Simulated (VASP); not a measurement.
Wanted: the native input for a VASP 6.6.1 run.

- Task: single point
- Functional: PBE
- Potentials or basis: VASP PAW PBE potentials, release 64 (Hg, Te)
- Cutoff: 520 eV
- k mesh: 11 × 11 × 11
- Occupations: fermi-dirac, width 0.05 eV
- Spin: no spin polarisation
- Dipole correction: no
- Further INCAR settings: ALGO = Normal; EDIFF = 1e-06; NBANDS = 16

The structure of HgTe (zincblende type) lies in POSCAR:

```
HgTe
1.0
    0.0000000000      2.8661434845      2.8661434845
    2.8661434845      0.0000000000      2.8661434845
    2.8661434845      2.8661434845      0.0000000000
Hg Te
1 1
Direct
    0.0000000000      0.0000000000      0.0000000000
    0.2500000000      0.2500000000      0.2500000000
```

This cell differs from its parent crystal: volume scaled by 0.64.

One way to write it, as run:

INCAR

```
PREC = Accurate
ENCUT = 520
EDIFF = 1E-6
ISMEAR = -1
SIGMA = 0.05
LREAL = False
LASPH = True
NELM = 100
ALGO = Normal
ISIF = 2
LWAVE = False
LCHARG = False
GGA = PE
NBANDS = 16
```

KPOINTS

```
regular mesh
0
Gamma
  11 11 11
```

Potentials or basis: VASP PAW PBE potentials, release 64 (Hg, Te).

Command:

```console
$ cat potpaw_PBE.64/Hg/POTCAR potpaw_PBE.64/Te/POTCAR > POTCAR
$ mpirun -np 1 vasp_std > vasp.out
```

It gave:

* Pressure: 48.4 GPa
* Band gap on the k mesh: 0.24 eV, direct

Caveat: spin-orbit coupling is left out, which moves the levels of the heavy elements.

It took 36 s on 1 thread of Intel(R) Xeon(R) Platinum 8259CL CPU @ 2.50GHz (Skylake/Cascade Lake) (shared host), peak memory 0.19 GiB.
